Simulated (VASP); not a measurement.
Input of a VASP 6.6.1 run:

Contents of INCAR:

```
ALGO = Normal
EDIFF = 1E-6
ENCUT = 520
GGA = PS
ISIF = 2
ISMEAR = -1
LASPH = T
LCHARG = F
LREAL = F
LWAVE = F
NBANDS = 18
NELM = 100
PREC = Accurate
SIGMA = 0.1
```

File KPOINTS:

```
k-points
0
Gamma
  13 13 7
```

Contents of POSCAR:

```
Au
1.0
    2.8474997394      0.0000000000      0.0000000000
   -1.4237498697      2.4660074347      0.0000000000
    0.0000000000      0.0000000000      4.7916547339
Au
2
Direct
    0.3333333333      0.6666666667      0.7500000000
    0.6666666667      0.3333333333      0.2500000000
```

Potentials or basis: VASP PAW PBE potentials, release 64 (Au).

Launch:

```sh
$ cat potpaw_PBE.64/Au/POTCAR > POTCAR
$ mpirun -np 1 vasp_std > vasp.out
```

**Question.** What does it give for the pressure?

**Answer.** 1.8 GPa.

**Question.** Estimate the band gap on the k mesh.

**Answer.** Zero (band 11 reaches 12.57 eV, above the bottom of band 12 at 6.97 eV).

Stress tensor (GPa, compression positive):
```
2.16 0.00 0.00
0.00 2.16 0.00
0.00 0.00 1.16
```

Caveat: the PAW data sets were made with another functional, which shifts forces and pressure a little; spin-orbit coupling is left out, which moves the levels of the heavy elements.
